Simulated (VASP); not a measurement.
## Sb: single point with PBE

The system is Sb.

```
Sb
1.0
     0.00000    2.39431    2.39431
     2.39431    0.00000    2.39431
     2.39431    2.39431    0.00000
Sb
1
Cartesian
  0.0000 0.0000 0.0000
```

This isn't the form of Sb at room conditions, which is rhombohedral.

```
Program                : VASP 6.6.1
Task                   : single point
Functional             : PBE
Potentials or basis    : VASP PAW PBE potentials, release 64 (Sb)
Cutoff                 : 520 eV
k mesh                 : 20 × 20 × 20
Occupations            : gaussian, width 0.1 eV
Spin                   : no spin polarisation
Dipole correction      : no
Further INCAR settings : ALGO = Normal; EDIFF = 1e-06; NBANDS = 8
```

```json
{
 "Pressure": "-0.1 GPa",
 "Band gap on the k mesh": "zero (an odd number of electrons rules out a gap without spin polarisation)"
}
```

Levels at points of the mesh, in eV from the Fermi level:
```csv
k point,band 1,band 2,band 3,band 4,band 5,band 6
"(0.00, 0.00, 0.00)",-12.82,5.14,5.14,5.14,9.85,9.85
"(0.50, 0.00, 0.00)",-9.17,-5.74,3.50,3.50,8.01,9.00
"(0.50, 0.50, 0.00)",-7.61,-4.86,0.33,0.33,4.09,4.57
```

Wall time 46 s on 1 thread of Intel Xeon 8259CL (shared host), peak memory 0.2 GiB.

Caveat: spin-orbit coupling is left out, which moves the levels of the heavy elements.
